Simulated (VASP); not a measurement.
# Cu3N (Pm-3m) in VASP: notebook, part 3 of 3

VASP 6.6.1. The steps go on from the part before.

## 5. Single point, PBE

This run uses another cell than the first one, of 14.01 Å³/atom, 1.196 times its volume.

File INCAR:

```
SYSTEM = Cu3N
  ALGO = Normal
  EDIFF = 1E-6
  ENCUT = 600
  GGA = PE
  GGA_COMPAT = .False.
  ISIF = 2
  ISMEAR = 0
  LASPH = .True.
  LCHARG = .True.
  LELF = .True.
  LREAL = .False.
  LVHAR = .True.
  LWAVE = .False.
  NBANDS = 27
  NELM = 120
  PREC = Accurate
  SIGMA = 0.01
```

File KPOINTS:

```
k-points
0
Gamma
  10 10 10
  0 0 0
```

File POSCAR:

```
Cu3N
1.0
    3.8270084290      0.0000000000      0.0000000000
    0.0000000000      3.8270084290      0.0000000000
    0.0000000000      0.0000000000      3.8270084290
Cu N
3 1
Direct
    0.5000000000      0.0000000000      0.0000000000
    0.0000000000      0.5000000000      0.0000000000
    0.0000000000      0.0000000000      0.5000000000
    0.0000000000      0.0000000000      0.0000000000
```

Potentials or basis: VASP PAW PBE potentials, release 64 (Cu, N).

The run is started by

```
> cat potpaw_PBE.64/Cu/POTCAR potpaw_PBE.64/N/POTCAR > POTCAR
> mpirun -np 1 vasp_std > vasp.out
```

OUTCAR:

```text
SYSTEM = Cu3N
   EDIFF = 1E-6
   ENCUT = 600
   GGA = PE
   ISIF = 2
   ISMEAR = 0
   LASPH = .True.
   LREAL = .False.
   NELM = 120
   PREC = Accurate

 ion  position               nearest neighbor table
   1  0.500  0.000  0.000-   4 1.91   4 1.91   2 2.71   3 2.71   2 2.71   2 2.71   3 2.71   3 2.71
                             3 2.71   2 2.71
   2  0.000  0.500  0.000-   4 1.91   4 1.91   1 2.71   3 2.71   1 2.71   3 2.71   3 2.71   3 2.71
                             1 2.71   1 2.71
   3  0.000  0.000  0.500-   4 1.91   4 1.91   1 2.71   1 2.71   2 2.71   2 2.71   2 2.71   2 2.71
                             1 2.71   1 2.71
   4  0.000  0.000  0.000-   1 1.91   2 1.91   3 1.91   3 1.91   2 1.91   1 1.91

  LATTYP: Found a simple cubic cell.
 ALAT       =     3.8270084290

  Lattice vectors:

 A1 = (   3.8270084290,   0.0000000000,   0.0000000000)
 A2 = (   0.0000000000,   3.8270084290,   0.0000000000)
 A3 = (   0.0000000000,   0.0000000000,   3.8270084290)

Analysis of symmetry for initial positions (statically):
=====================================================================
 Subroutine PRICEL returns:
 Original cell was already a primitive cell.

 Routine SETGRP: Setting up the symmetry group for a
 simple cubic supercell.

 Subroutine GETGRP returns: Found 48 space group operations
 (whereof 48 operations were pure point group operations)
 out of a pool of 48 trial point group operations.

The static configuration has the point symmetry O_h .

Analysis of symmetry for dynamics (positions and initial velocities):
=====================================================================
 Subroutine PRICEL returns:
 Original cell was already a primitive cell.

 Routine SETGRP: Setting up the symmetry group for a
 simple cubic supercell.

 Subroutine GETGRP returns: Found 48 space group operations
 (whereof 48 operations were pure point group operations)
 out of a pool of 48 trial point group operations.

The dynamic configuration has the point symmetry O_h .

 Subroutine INISYM returns: Found 48 space group operations
 (whereof 48 operations are pure point group operations),
 and found     1 'primitive' translations

----------------------------------------------------------------------------------------

                                     Primitive cell

  volume of cell :      56.0503

  direct lattice vectors                    reciprocal lattice vectors
     3.827008429  0.000000000  0.000000000     0.261300705  0.000000000  0.000000000
     0.000000000  3.827008429  0.000000000     0.000000000  0.261300705  0.000000000
     0.000000000  0.000000000  3.827008429     0.000000000  0.000000000  0.261300705

  length of vectors
     3.827008429  3.827008429  3.827008429     0.261300705  0.261300705  0.261300705

  position of ions in fractional coordinates (direct lattice)
     0.500000000  0.000000000  0.000000000
     0.000000000  0.500000000  0.000000000
     0.000000000  0.000000000  0.500000000
     0.000000000  0.000000000  0.000000000

  ion indices of the primitive-cell ions
   primitive index   ion index
                 1           1
                 2           2
                 3           3
                 4           4

----------------------------------------------------------------------------------------

 KPOINTS: k-points

Automatic generation of k-mesh.
 Grid dimensions read from file:
 generate k-points for:   10   10   10

 Generating k-lattice:

  Cartesian coordinates                     Fractional coordinates (reciprocal lattice)
     0.026130070  0.000000000  0.000000000     0.100000000  0.000000000  0.000000000
     0.000000000  0.026130070  0.000000000     0.000000000  0.100000000  0.000000000
     0.000000000  0.000000000  0.026130070     0.000000000  0.000000000  0.100000000

  Length of vectors
     0.026130070  0.026130070  0.026130070

  Shift w.r.t. Gamma in fractional coordinates (k-lattice)
     0.000000000  0.000000000  0.000000000

 Subroutine IBZKPT returns following result:
 ===========================================

 Found     56 irreducible k-points:

 Following reciprocal coordinates:
            Coordinates               Weight
  0.000000  0.000000  0.000000      1.000000
  0.100000  0.000000  0.000000      6.000000
  0.200000  0.000000  0.000000      6.000000
  0.300000  0.000000  0.000000      6.000000
  0.400000  0.000000  0.000000      6.000000
  0.500000  0.000000  0.000000      3.000000
[... 16 lines left out ...]
  0.200000  0.100000  0.100000     24.000000
  0.300000  0.100000  0.100000     24.000000
 [... further k-points ...]
   k-points           NKPTS =     56   k-points in BZ     NKDIM =     56   number of bands    NBANDS=     27
   number of dos      NEDOS =    301   number of ions     NIONS =      4
   total plane-waves  NPLWV =  32768
   dimension x,y,z NGX =    32 NGY =   32 NGZ =   32
   dimension x,y,z NGXF=    64 NGYF=   64 NGZF=   64
   ions per type =               3   1
   NGX,Y,Z   is equivalent  to a cutoff of  13.90, 13.90, 13.90 a.u.
   NGXF,Y,Z  is equivalent  to a cutoff of  27.80, 27.80, 27.80 a.u.
 SYSTEM =  Cu3N
   PREC   = accura    normal or accurate (medium, high low for compatibility)
   ISTART =      0    job   : 0-new  1-cont  2-samecut
   ICHARG =      2    charge: 1-file 2-atom 10-const
   ISPIN  =      1    spin polarized calculation?
   LNONCOLLINEAR =      F non collinear calculations
   LSORBIT =      F    spin-orbit coupling
   LASPH  =      T    aspherical Exc in radial PAW
   ENCUT  =  600.0 eV  44.10 Ry    6.64 a.u.   7.64  7.64  7.64*2*pi/ulx,y,z
   NELM   =    120;   NELMIN=  2; NELMDL= -5     # of ELM steps
   EDIFF  = 0.1E-05   stopping-criterion for ELM
   LREAL  =      F    real-space projection
   EDIFFG = 0.1E-04   stopping-criterion for IOM
   NSW    =      0    number of steps for IOM
   IBRION =     -1    ionic relax: 0-MD 1-quasi-New 2-CG
   NFREE  =      0    steps in history (QN), initial steepest desc. (CG)
   ISIF   =      2    stress and relaxation
   ISYM   =      2    0-nonsym 1-usesym 2-fastsym
   POTIM  = 0.5000    time-step for ionic-motion
   TEBEG  =    0.0;   TEEND  =   0.0 temperature during run
   PSTRESS=    0.0 pullay stress
   NELECT =      38.0000    total number of electrons
   NUPDOWN=      -1.0000    fix difference up-down
   EMIN   =  10.00;   EMAX   =-10.00  energy-range for DOS
   EFERMI =   0.00;   METHOD = LEGACY
   ISMEAR =     0;   SIGMA  =   0.01  broadening in eV -4-tet -1-fermi 0-gaus
   EFERMI_NEDOS =   21; number of points for ismear=-14 and -15
   IALGO  =     38    algorithm
   IMIX   =      4    mixing-type and parameters
     AMIX     =   0.40;   BMIX     =  1.00
     AMIX_MAG =   1.60;   BMIX_MAG =  1.00
  volume/ion in A,a.u.               =      14.01        94.56
  Fermi-wavevector in a.u.,A,eV,Ry     =   1.438169  2.717745 28.141342  2.068330
  Thomas-Fermi vector in A             =   2.557166
   LORBIT       =      0    0 simple, 1 ext, 2 COOP (PROOUT), +10 PAW based schemes
   GGA     = PE    functional components
   LHFCALC =     F    Hartree Fock is set to
   AEXX    =    0.0000 exact exchange contribution
   IVDW    =     0    specifies the selected vdW correction
   LEPSILON=     F    determine dielectric tensor
   LRPA    =     F    only Hartree local field effects (RPA)
 non-spin polarized calculation
 Gauss-broadening in eV      SIGMA  =   0.01
  energy-cutoff  :      600.00
  volume of cell :       56.05
 maximum number of plane-waves:      1888
 NGX is ok and might be reduce to    32
   NGX = 15   NGY = 15   NGZ = 15

 number of electron      37.9999975 magnetization

 Free energy of the ion-electron system (eV)
  ---------------------------------------------------
  ext. energy  EPLUGINS =         0.00000000
  ---------------------------------------------------
  free energy    TOTEN  =       -18.39184638 eV

  energy without entropy =      -18.39184638  energy(sigma->0) =      -18.39184638

 E-fermi :   4.8512     XC(G=0): -10.7378

 val. band max:        4.8028851245   @ k =   0.5000   0.5000   0.5000
 cond. band min:       5.0486817797   @ k =   0.5000   0.5000   0.0000
 fundamental gap:      0.2457966552
 Fermi energy:         4.8511842272

 k-point     1 :       0.0000    0.0000    0.0000
  band No.  band energies     occupation
      1     -11.9196      2.00000
      2      -0.3607      2.00000
      3       0.1058      2.00000
      4       0.1058      2.00000
      5       0.1058      2.00000
      6       1.0111      2.00000
[... 19 lines left out ...]
     26      16.9868      0.00000
     27      16.9869      0.00000
[... 667 lines left out ...]
      5       0.5473      2.00000
      6       1.2167      2.00000
[... 19 lines left out ...]
     26      13.9843      0.00000
     27      15.0251      0.00000

 [... further k-points ...]
[... 5 lines left out ...]
  --------------------------------------------------------------------------------------
  -------------------------------------------------------------------------------------
  Total        0.2809040      0.2809040      0.2809040     -0.0000000      0.0000000      0.0000000
  in kB        8.0295328      8.0295328      8.0295328     -0.0000000      0.0000000      0.0000000
  external PRESSURE =       8.0295328 kB  Pullay stress =       0.0000000 kB

 VOLUME and BASIS-vectors are now :
 -----------------------------------------------------------------------------
  energy-cutoff  :      600.00
  volume of cell :       56.05
      direct lattice vectors                 reciprocal lattice vectors
     3.827008429  0.000000000  0.000000000     0.261300705  0.000000000  0.000000000
     0.000000000  3.827008429  0.000000000     0.000000000  0.261300705  0.000000000
     0.000000000  0.000000000  3.827008429     0.000000000  0.000000000  0.261300705

 POSITION                                       TOTAL-FORCE (eV/Angst)
 -----------------------------------------------------------------------------------
      1.91350      0.00000      0.00000         0.000000      0.000000      0.000000
      0.00000      1.91350      0.00000         0.000000      0.000000      0.000000
      0.00000      0.00000      1.91350         0.000000      0.000000      0.000000
      0.00000      0.00000      0.00000         0.000000      0.000000      0.000000
 -----------------------------------------------------------------------------------
    total drift:                                0.000000      0.000000     -0.000000

  FREE ENERGIE OF THE ION-ELECTRON SYSTEM (eV)
  ---------------------------------------------------
  free  energy   TOTEN  =       -18.3918463829 eV

  energy  without entropy=      -18.3918463829  energy(sigma->0) =      -18.39184638
```

OSZICAR:

```text
N       E                     dE             d eps       ncg     rms          rms(c)
DAV:   1     0.309659657450E+03    0.30966E+03   -0.18885E+04  3048   0.245E+03
DAV:   2     0.164293898759E+02   -0.29323E+03   -0.27968E+03  3033   0.390E+02
DAV:   3    -0.211853834806E+02   -0.37615E+02   -0.35662E+02  3913   0.167E+02
DAV:   4    -0.229619091418E+02   -0.17765E+01   -0.17549E+01  4283   0.383E+01
DAV:   5    -0.229781672701E+02   -0.16258E-01   -0.16252E-01  3933   0.392E+00    0.156E+01
DAV:   6    -0.207460770069E+02    0.22321E+01   -0.36405E+01  4061   0.134E+02    0.101E+01
DAV:   7    -0.183950440823E+02    0.23510E+01   -0.94920E+00  3697   0.760E+01    0.252E+00
DAV:   8    -0.184169876272E+02   -0.21944E-01   -0.66979E-01  3672   0.587E+00    0.144E+00
DAV:   9    -0.183929160256E+02    0.24072E-01   -0.38406E-02  4013   0.263E+00    0.293E-01
DAV:  10    -0.183920509739E+02    0.86505E-03   -0.92442E-03  4176   0.146E+00    0.129E-01
DAV:  11    -0.183918949839E+02    0.15599E-03   -0.15269E-03  4511   0.695E-01    0.580E-02
DAV:  12    -0.183918435260E+02    0.51458E-04   -0.28521E-04  4712   0.184E-01    0.970E-03
DAV:  13    -0.183918460737E+02   -0.25476E-05   -0.34161E-05  3745   0.489E-02    0.844E-03
DAV:  14    -0.183918463829E+02   -0.30921E-06   -0.61058E-06  3273   0.242E-02
   1 F= -.18391846E+02 E0= -.18391846E+02  d E =-.125112E-14
```

Run time: 86 s. Hardware: 1 thread of Intel Xeon Platinum 8488C (Sapphire Rapids), shared host; peak memory 0.22 GiB.

Results:

```yaml
Free_energy: -18.3918 eV
Pressure: 0.8 GPa
Band_gap_on_the_k_mesh: 0.25 eV, indirect (least direct gap 0.78 eV)
```

## 6. The runs side by side

```csv
task,cell,k mesh,smearing,gap on the mesh (eV),pressure (GPa)
relaxation of cell and atoms,"relaxed to 30 GPa from a = 3.606 Å, 4 atoms",12 × 12 × 12,gaussian 0.1 eV,none,30.0
single point,"a = 3.827 Å, 4 atoms",10 × 10 × 10,gaussian 0.01 eV,0.25,0.8
relaxation of cell and atoms,"relaxed from a = 3.814 Å, 4 atoms",10 × 10 × 10,gaussian 0.01 eV,0.26,0.0
```

Alike in all rows: level PBE; potentials or basis VASP PAW PBE potentials, release 64 (Cu, N); no spin polarisation; cutoff (eV) 600.

Caveats: the cell is relaxed towards a set pressure, so the enthalpy falls and the energy may rise (some runs).

Absolute energies hang on the potentials; compare differences alone.
